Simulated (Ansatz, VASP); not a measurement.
**Two plane-wave programs on Al2Pt**

```
Al Pt
1.0
     2.97320   -2.97320    0.00000
     2.97320    0.00000   -2.97320
     5.94641    5.94641    5.94641
Al Pt
6 3
Direct
  0.66667 0.66667 0.58333
  0.00000 0.00000 0.25000
  0.33333 0.33333 0.91667
  0.66667 0.66667 0.08333
  0.00000 0.00000 0.75000
  0.33333 0.33333 0.41667
  0.00000 0.00000 0.00000
  0.33333 0.33333 0.66667
  0.66667 0.66667 0.33333
```

Alike in both runs: task single point; functional PBE; k mesh 13 × 13 × 5; occupations gaussian, width 0.15 eV; no spin polarisation.

```csv
,VASP,Ansatz
version,VASP 6.6.1,Ansatz 0.2.0
potentials or method,"VASP PAW PBE potentials, release 64 (Al, Pt), cutoff 520 eV","scalar-relativistic, plane waves, PAW"
valence electrons in the cell,48,72
```

Ansatz gave:

```
gap on the k mesh at the Fermi level (eV) : none
pressure (GPa)                            : 0.0
```

Problem. Estimate VASP's values.

Solution. gap on the k mesh at the Fermi level (eV): none; pressure (GPa): -0.2.

A gap of «none» marks a metal or a gap that the smearing closes. VASP's potentials hold 48 valence electrons a cell and Ansatz's 72, so a difference there can come from the potentials and not from the codes.

Neither program's run includes spin-orbit coupling.
